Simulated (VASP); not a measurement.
Set up this calculation in VASP 6.6.1, as the native input.

* Task: single point
* Functional: PBEsol
* Potentials or basis: VASP PAW PBE potentials, release 64 (Pb_d, O)
* Cutoff: 520 eV
* k mesh: 8 × 8 × 6
* Occupations: gaussian, width 0.02 eV
* Spin: no spin polarisation
* Dipole correction: no
* Further INCAR settings: ALGO = Normal; EDIFF = 1e-06; NBANDS = 28

The structure of PbO lies in POSCAR:

```
PbO
1.0
    3.9291315840      0.0000000000      0.0000000000
    0.0000000000      3.9291315840      0.0000000000
    0.0000000000      0.0000000000      5.4167794200
Pb O
2 2
Direct
    0.0000000000      0.5000000000      0.2632603656
    0.5000000000      0.0000000000      0.7367396344
    0.0000000000      0.0000000000      0.0000000000
    0.5000000000      0.5000000000      0.0000000000
```

This cell differs from its parent crystal: strained.

These files were run (other wordings do the same):

INCAR

```
PREC = Accurate
ENCUT = 520
EDIFF = 1E-6
ISMEAR = 0
SIGMA = 0.02
LREAL = F
LASPH = T
NELM = 80
ALGO = Normal
ISIF = 2
LWAVE = F
LCHARG = F
GGA = PS
NBANDS = 28
```

KPOINTS

```
regular mesh
0
Gamma
  8 8 6
```

Potentials or basis: VASP PAW PBE potentials, release 64 (Pb_d, O).

The run is started by

```sh
$ cat potpaw_PBE.64/Pb_d/POTCAR potpaw_PBE.64/O/POTCAR > POTCAR
$ mpirun -np 1 vasp_std > vasp.out
```

Results of the run:

The pressure is -8.6 GPa and the largest force is 3.136 eV/Å. The band gap on the k mesh is 0.36 eV, indirect (least direct gap 0.46 eV).

Caveat: the cell differs from its parent crystal (strained); the PAW data sets were made with another functional, which shifts forces and pressure a little; spin-orbit coupling is left out, which moves the levels of the heavy elements.

Wall time 89 s on 1 thread of Intel(R) Xeon(R) 6975P-C (Granite Rapids), on a shared host, peak memory 0.24 GiB.
